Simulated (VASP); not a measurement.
A run of VASP 6.6.1 is set up as follows.

The input INCAR:

```
PREC = Accurate ; ENCUT = 600
EDIFF = 1E-7 ; ISMEAR = 0
SIGMA = 0.02 ; LREAL = False
LASPH = True ; NELM = 150
ALGO = Normal ; ISIF = 4
LWAVE = False ; LCHARG = False
LMAXMIX = 4 ; LDAU = True
LDAUTYPE = 2 ; LDAUL = -1 2 -1
LDAUU = 0 4 0 ; LDAUJ = 0 0 0
LDAUPRINT = 1 ; GGA = PE
IBRION = 2 ; NSW = 50
EDIFFG = -0.01
```

KPOINTS

```
regular mesh
0
Gamma
  8 8 8
```

Contents of POSCAR:

```
BaTiO3
1.0
    3.9706814897      0.0000000000      0.0000000000
    0.0000000000      3.9706814897      0.0000000000
    0.0000000000      0.0000000000      4.0850794236
Ba Ti O
1 1 3
Direct
    0.0000000000      0.0000000000     -0.0044913172
    0.5000000000      0.5000000000      0.4811993323
    0.5000000000      0.5000000000      0.0315330395
    0.5000000000      0.0000000000      0.5173794727
    0.0000000000      0.5000000000      0.5173794727
```

Potentials or basis: VASP PAW PBE potentials, release 64 (Ba_sv, Ti_sv, O).

Launch:

```sh
$ cat potpaw_PBE.64/Ba_sv/POTCAR potpaw_PBE.64/Ti_sv/POTCAR potpaw_PBE.64/O/POTCAR > POTCAR
$ mpirun -np 1 vasp_std > vasp.out
```

(1) Predict the band gap on the k mesh.

## Answers

(1) 2.21 eV (least direct gap 2.40 eV).

Caveat: spin-orbit coupling is left out, which moves the levels of the heavy elements.
